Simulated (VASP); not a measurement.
The system is WS2.

```
CELL_PARAMETERS angstrom
3.18000 0.00000 0.00000
-1.59000 2.75396 0.00000
0.00000 0.00000 12.50000
ATOMIC_POSITIONS crystal
W 0.66667 0.33333 0.75000
W 0.33333 0.66667 0.25000
S 0.66667 0.33333 0.37500
S 0.33333 0.66667 0.87500
S 0.66667 0.33333 0.12500
S 0.33333 0.66667 0.62500
```

| Item | Value |
| --- | --- |
| Program | VASP 6.6.1 |
| Task | relaxation of cell and atoms |
| Functional | PBEsol |
| Potentials or basis | VASP PAW PBE potentials, release 64 (W_sv, S) |
| Cutoff | 600 eV |
| k mesh | 10 × 10 × 3 |
| Occupations | fermi-dirac, width 0.05 eV |
| Spin | no spin polarisation |

At the start: pressure -2.6 GPa; volume 18.24 Å³/atom.

Problem. How do energy, volume and symmetry change on relaxing?

Solution. Over 18 steps the energy falls by 4.0 meV/atom and the volume is 18.14 Å³/atom (-0.6 %); space group P6_3/mmc (No. 194, to 0.1 Å) before and after.

The path:
```csv
step,energy change (eV),largest force (eV/Å),pressure (GPa),volume (Å³)
1,0.0000,0.1344,-2.56,109.47
2,0.0296,0.6179,5.37,104.91
3,-0.0181,0.1419,0.27,107.70
4,-0.0223,0.0812,-0.07,107.50
5,-0.0229,0.0219,0.02,107.56
6,-0.0229,0.0256,0.02,107.55
7,-0.0230,0.0192,0.07,107.58
8,-0.0232,0.0017,0.22,107.65
9,-0.0231,0.0349,0.54,107.79
10,-0.0233,0.0106,0.34,107.70
11,-0.0233,0.0100,0.34,107.71
12,-0.0234,0.0073,0.31,107.76
13,-0.0235,0.0019,0.26,107.86
14,-0.0237,0.0087,0.16,108.05
15,-0.0239,0.0292,-0.02,108.44
16,-0.0239,0.0328,-0.05,108.51
17,-0.0240,0.0240,-0.03,108.59
18,-0.0241,0.0029,0.04,108.81
```

Final structure:
```cif
data_structure
_symmetry_space_group_name_H-M 'P 1'
_symmetry_Int_Tables_number 1
_cell_length_a 3.1468
_cell_length_b 3.1468
_cell_length_c 12.6886
_cell_angle_alpha 90.000
_cell_angle_beta 90.000
_cell_angle_gamma 120.000
_cell_volume 108.81
loop_
_atom_site_label
_atom_site_type_symbol
_atom_site_fract_x
_atom_site_fract_y
_atom_site_fract_z
_atom_site_occupancy
W1 W 0.66667 0.33333 0.75000 1
W2 W 0.33333 0.66667 0.25000 1
S1 S 0.66667 0.33333 0.37359 1
S2 S 0.33333 0.66667 0.87359 1
S3 S 0.66667 0.33333 0.12641 1
S4 S 0.33333 0.66667 0.62641 1
```

Caveat: the PAW data sets were made with another functional, which shifts forces and pressure a little; this functional lacks dispersion, which binds layers or chains, so the pressure and a relaxed spacing across them are unreliable.
